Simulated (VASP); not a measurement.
# Sn (Im-3m) in VASP: notebook, part 2 of 2

VASP 6.6.1. Earlier steps stand in the parts before.

### 4 Single point, LDA

This run uses another cell than the first one, of 28.84 Å³/atom, 1.039 times its volume.

The input, INCAR:

```
SYSTEM = Sn
PREC = Accurate ; ENCUT = 520
EDIFF = 1E-6 ; ISMEAR = -1
SIGMA = 0.05 ; LREAL = .FALSE.
LASPH = .TRUE. ; NELM = 100
ALGO = Normal ; ISIF = 2
LWAVE = .FALSE. ; LCHARG = .FALSE.
NBANDS = 13
```

The input, KPOINTS:

```
Automatic mesh
0
G
  10 10 10
  0 0 0
```

The input, POSCAR:

```
Sn
1.0
   -1.9318112889      1.9318112889      1.9318112889
    1.9318112889     -1.9318112889      1.9318112889
    1.9318112889      1.9318112889     -1.9318112889
Sn
1
Direct
    0.0000000000      0.0000000000      0.0000000000
```

Potentials or basis: VASP PAW LDA potentials, release 64 (Sn_d).

Command:

```bash
> cat potpaw_LDA.64/Sn_d/POTCAR > POTCAR
> mpirun -np 1 vasp_std > vasp.out
```

OUTCAR:

```text
SYSTEM = Sn
   PREC = Accurate
   ENCUT = 520
   EDIFF = 1E-6
   ISMEAR = -1
   LREAL = .FALSE.
   LASPH = .TRUE.
   NELM = 100
   ISIF = 2

 ion  position               nearest neighbor table
   1  0.000  0.000  0.000-

  LATTYP: Found a body centered cubic cell.
 ALAT       =     3.8636225778

  Lattice vectors:

 A1 = (  -1.9318112889,   1.9318112889,   1.9318112889)
 A2 = (   1.9318112889,  -1.9318112889,   1.9318112889)
 A3 = (   1.9318112889,   1.9318112889,  -1.9318112889)

Analysis of symmetry for initial positions (statically):
=====================================================================
 Subroutine PRICEL returns:
 Original cell was already a primitive cell.

 Routine SETGRP: Setting up the symmetry group for a
 body centered cubic supercell.

 Subroutine GETGRP returns: Found 48 space group operations
[... 9 lines left out ...]

 Routine SETGRP: Setting up the symmetry group for a
 body centered cubic supercell.

 Subroutine GETGRP returns: Found 48 space group operations
[... 11 lines left out ...]
                                     Primitive cell

  volume of cell :      28.8373

  direct lattice vectors                    reciprocal lattice vectors
    -1.931811289  1.931811289  1.931811289     0.000000000  0.258824453  0.258824453
     1.931811289 -1.931811289  1.931811289     0.258824453  0.000000000  0.258824453
     1.931811289  1.931811289 -1.931811289     0.258824453  0.258824453  0.000000000

  length of vectors
     3.345995303  3.345995303  3.345995303     0.366033052  0.366033052  0.366033052

  position of ions in fractional coordinates (direct lattice)
     0.000000000  0.000000000  0.000000000

  ion indices of the primitive-cell ions
   primitive index   ion index
                 1           1

----------------------------------------------------------------------------------------

 KPOINTS: Automatic mesh

Automatic generation of k-mesh.
 Grid dimensions read from file:
 generate k-points for:   10   10   10

 Generating k-lattice:

  Cartesian coordinates                     Fractional coordinates (reciprocal lattice)
     0.000000000  0.025882445  0.025882445     0.100000000  0.000000000  0.000000000
     0.025882445  0.000000000  0.025882445     0.000000000  0.100000000  0.000000000
     0.025882445  0.025882445  0.000000000     0.000000000  0.000000000  0.100000000

  Length of vectors
     0.036603305  0.036603305  0.036603305

  Shift w.r.t. Gamma in fractional coordinates (k-lattice)
     0.000000000  0.000000000  0.000000000

 Subroutine IBZKPT returns following result:
 ===========================================

 Found     47 irreducible k-points:

 Following reciprocal coordinates:
            Coordinates               Weight
  0.000000  0.000000  0.000000      1.000000
  0.100000  0.000000  0.000000     12.000000
  0.200000  0.000000  0.000000     12.000000
  0.300000  0.000000  0.000000     12.000000
  0.400000  0.000000  0.000000     12.000000
  0.500000  0.000000  0.000000      6.000000
[... 16 lines left out ...]
  0.300000  0.300000  0.100000      8.000000
 -0.300000  0.300000  0.100000     24.000000
 [... further k-points ...]
   k-points           NKPTS =     47   k-points in BZ     NKDIM =     47   number of bands    NBANDS=     13
   number of dos      NEDOS =    301   number of ions     NIONS =      1
   total plane-waves  NPLWV =  21952
   dimension x,y,z NGX =    28 NGY =   28 NGZ =   28
   dimension x,y,z NGXF=    56 NGYF=   56 NGZF=   56
   ions per type =               1
   NGX,Y,Z   is equivalent  to a cutoff of  13.91, 13.91, 13.91 a.u.
   NGXF,Y,Z  is equivalent  to a cutoff of  27.82, 27.82, 27.82 a.u.
 SYSTEM =  Sn
   PREC   = accura    normal or accurate (medium, high low for compatibility)
   ISTART =      0    job   : 0-new  1-cont  2-samecut
   ICHARG =      2    charge: 1-file 2-atom 10-const
   ISPIN  =      1    spin polarized calculation?
   LNONCOLLINEAR =      F non collinear calculations
   LSORBIT =      F    spin-orbit coupling
   LASPH  =      T    aspherical Exc in radial PAW
   ENCUT  =  520.0 eV  38.22 Ry    6.18 a.u.   6.22  6.22  6.22*2*pi/ulx,y,z
   NELM   =    100;   NELMIN=  2; NELMDL= -5     # of ELM steps
   EDIFF  = 0.1E-05   stopping-criterion for ELM
   LREAL  =      F    real-space projection
   EDIFFG = 0.1E-04   stopping-criterion for IOM
   NSW    =      0    number of steps for IOM
   IBRION =     -1    ionic relax: 0-MD 1-quasi-New 2-CG
   NFREE  =      0    steps in history (QN), initial steepest desc. (CG)
   ISIF   =      2    stress and relaxation
   ISYM   =      2    0-nonsym 1-usesym 2-fastsym
   POTIM  = 0.5000    time-step for ionic-motion
   TEBEG  =    0.0;   TEEND  =   0.0 temperature during run
   PSTRESS=    0.0 pullay stress
   NELECT =      14.0000    total number of electrons
   NUPDOWN=      -1.0000    fix difference up-down
   EMIN   =  10.00;   EMAX   =-10.00  energy-range for DOS
[... 5 lines left out ...]
     AMIX     =   0.40;   BMIX     =  1.00
     AMIX_MAG =   1.60;   BMIX_MAG =  1.00
  volume/ion in A,a.u.               =      28.84       194.60
  Fermi-wavevector in a.u.,A,eV,Ry     =   1.286667  2.431448 22.524606  1.655512
  Thomas-Fermi vector in A             =   2.418728
   LORBIT       =      0    0 simple, 1 ext, 2 COOP (PROOUT), +10 PAW based schemes
   GGA     = CA    functional components
   LHFCALC =     F    Hartree Fock is set to
   AEXX    =    0.0000 exact exchange contribution
   IVDW    =     0    specifies the selected vdW correction
   LEPSILON=     F    determine dielectric tensor
   LRPA    =     F    only Hartree local field effects (RPA)
 non-spin polarized calculation
  energy-cutoff  :      520.00
  volume of cell :       28.84
 maximum number of plane-waves:       798
 NGX is ok and might be reduce to    28
   NGX = 13   NGY = 13   NGZ = 13

 number of electron      14.0000005 magnetization

 Free energy of the ion-electron system (eV)
  ---------------------------------------------------
  ext. energy  EPLUGINS =         0.00000000
  ---------------------------------------------------
  free energy    TOTEN  =        -4.36603516 eV

  energy without entropy =       -4.35786100  energy(sigma->0) =       -4.36194808

 E-fermi :   7.0601     XC(G=0): -10.3297

 val. band max:        7.0596151082   @ k =   0.2000   0.1000   0.1000
 cond. band min:       7.1498248406   @ k =  -0.4000   0.4000   0.4000
 fundamental gap:      0.0902097323
 Fermi energy:         7.0600588614

 k-point     1 :       0.0000    0.0000    0.0000
  band No.  band energies     occupation
      1     -14.3072      2.00000
      2     -14.3072      2.00000
      3     -14.3072      2.00000
      4     -14.1893      2.00000
      5     -14.1893      2.00000
      6      -3.5698      2.00000
      7      14.4200      0.00000
      8      14.4200      0.00000
      9      14.4200      0.00000
     10      19.2015      0.00000
     11      19.2015      0.00000
     12      19.2017      0.00000
     13      19.4921      0.00000

 k-point     2 :       0.1000    0.0000    0.0000
  band No.  band energies     occupation
      1     -14.3109      2.00000
      2     -14.3017      2.00000
      3     -14.2896      2.00000
      4     -14.1934      2.00000
      5     -14.1899      2.00000
      6      -3.3634      2.00000
      7      12.8539      0.00000
      8      13.7342      0.00000
      9      14.1920      0.00000
     10      17.5165      0.00000
     11      17.8514      0.00000
     12      18.8224      0.00000
     13      20.2101      0.00000

 k-point     3 :       0.2000    0.0000    0.0000
  band No.  band energies     occupation
      1     -14.3202      2.00000
      2     -14.2898      2.00000
      3     -14.2432      2.00000
      4     -14.2019      2.00000
      5     -14.1913      2.00000
      6      -2.7447      2.00000
      7       9.9448      0.00000
      8      12.4955      0.00000
      9      13.6015      0.00000
     10      16.2719      0.00000
     11      16.7138      0.00000
     12      18.8950      0.00000
     13      20.6798      0.00000
[... 305 lines left out ...]
 k-point    23 :       0.3000    0.3000    0.1000
  band No.  band energies     occupation
      1     -14.3059      2.00000
      2     -14.2233      2.00000
      3     -14.2233      2.00000
      4     -14.1903      2.00000
      5     -14.1903      2.00000
      6       1.6156      2.00000
      7       5.0483      2.00000
      8       5.0483      2.00000
      9       8.7334      0.00000
     10      20.3359      0.00000
     11      21.6192      0.00000
     12      21.6192      0.00000
     13      25.0096      0.00000

 k-point    24 :      -0.3000    0.3000    0.1000
  band No.  band energies     occupation
      1     -14.3131      2.00000
      2     -14.2739      2.00000
      3     -14.2165      2.00000
      4     -14.1969      2.00000
      5     -14.1874      2.00000
      6      -1.5200      2.00000
      7       7.1960      0.12368
      8      10.7201      0.00000
      9      11.9800      0.00000
     10      15.8641      0.00000
     11      16.9280      0.00000
     12      17.8700      0.00000
     13      23.4124      0.00000

 [... further k-points ...]
[... 5 lines left out ...]
  --------------------------------------------------------------------------------------
  -------------------------------------------------------------------------------------
  Total       -0.9771549     -0.9771549     -0.9771549     -0.0000000     -0.0000000      0.0000000
  in kB      -54.2900076    -54.2900076    -54.2900076     -0.0000000     -0.0000000      0.0000000
  external PRESSURE =     -54.2900076 kB  Pullay stress =       0.0000000 kB

 VOLUME and BASIS-vectors are now :
 -----------------------------------------------------------------------------
  energy-cutoff  :      520.00
  volume of cell :       28.84
      direct lattice vectors                 reciprocal lattice vectors
    -1.931811289  1.931811289  1.931811289     0.000000000  0.258824453  0.258824453
     1.931811289 -1.931811289  1.931811289     0.258824453  0.000000000  0.258824453
     1.931811289  1.931811289 -1.931811289     0.258824453  0.258824453  0.000000000

 POSITION                                       TOTAL-FORCE (eV/Angst)
 -----------------------------------------------------------------------------------
      0.00000      0.00000      0.00000         0.000000      0.000000      0.000000
 -----------------------------------------------------------------------------------
    total drift:                               -0.000000     -0.000000     -0.000000

  FREE ENERGIE OF THE ION-ELECTRON SYSTEM (eV)
  ---------------------------------------------------
  free  energy   TOTEN  =        -4.3660351624 eV

  energy  without entropy=       -4.3578610032  energy(sigma->0) =       -4.36194808
```

Wall time 6.9 s (1 thread of Intel Xeon 6975P-C (Granite Rapids), shared host); peak memory 0.14 GiB.

What came out:

```
Free energy            : -4.3660 eV
Pressure               : -5.4 GPa
Band gap on the k mesh : zero (band 7 reaches 14.42 eV, above the bottom of band 8 at 5.05 eV)
```

Caveat: spin-orbit coupling is left out, which moves the levels of the heavy elements.

### 5 Single point, PBEsol

This run uses another cell than the first one, of 28.84 Å³/atom, 1.039 times its volume.

The input, INCAR:

```
ALGO = Normal ; EDIFF = 1E-6
ENCUT = 520 ; GGA = PS
ISIF = 2 ; ISMEAR = -1
LASPH = True ; LCHARG = False
LREAL = False ; LWAVE = False
NBANDS = 13 ; NELM = 80
PREC = Accurate ; SIGMA = 0.05
```

The input, KPOINTS:

```
k-points
0
Gamma
  10 10 10
```

POSCAR is that of step 4.

Potentials or basis: VASP PAW PBE potentials, release 64 (Sn_d).

Command:

```bash
> cat potpaw_PBE.64/Sn_d/POTCAR > POTCAR
> mpirun -np 1 vasp_std > vasp.out
```

Run time: 7.5 s. Hardware: 1 thread of Intel Xeon 6975P-C (Granite Rapids), shared host; peak memory 0.16 GiB.

The run converged. Its results:

```yaml
Free_energy: -4.1785 eV
Pressure: -4.3 GPa
Band_gap_on_the_k_mesh: zero (band 7 reaches 14.65 eV, above the bottom of band 8 at 5.13 eV)
```

Levels at points of the mesh, in eV from the Fermi level:
| k point | band 5 | band 6 | band 7 | band 8 | band 9 | band 10 |
| --- | --- | --- | --- | --- | --- | --- |
| (0.00, 0.00, 0.00) | -21.25 | -10.63 | 7.47 | 7.47 | 7.47 | 12.04 |
| (0.50, 0.00, 0.00) | -21.18 | -6.32 | -4.08 | 3.45 | 5.26 | 7.67 |
| (0.50, 0.50, 0.50) | -21.20 | -2.78 | -0.37 | -0.37 | -0.37 | 3.90 |

Caveat: the PAW data sets were made with another functional, which shifts forces and pressure a little; spin-orbit coupling is left out, which moves the levels of the heavy elements.

### 6 Overview

```csv
level,potentials or basis,cell,gap on the mesh (eV),pressure (GPa)
PBEsol,"VASP PAW PBE potentials, release 64 (Sn_d)","a = 3.303 Å, angles 109.5°, 1 atom",none,-3.0
PBEsol,"VASP PAW PBE potentials, release 64 (Sn_d)","a = 3.325 Å, angles 109.5°, 1 atom",none,-3.8
LDA,"VASP PAW LDA potentials, release 64 (Sn_d)","a = 3.346 Å, angles 109.5°, 1 atom",none,-5.4
PBEsol,"VASP PAW PBE potentials, release 64 (Sn_d)","a = 3.346 Å, angles 109.5°, 1 atom",none,-4.3
```

Alike in all rows: task single point; no spin polarisation; k mesh 10 × 10 × 10; cutoff (eV) 520; smearing fermi-dirac 0.05 eV.

Caveats: spin-orbit coupling is left out, which moves the levels of the heavy elements; the PAW data sets were made with another functional, which shifts forces and pressure a little (some runs).

Total energies depend on the potentials used, so only differences within one code and one set of settings carry meaning.
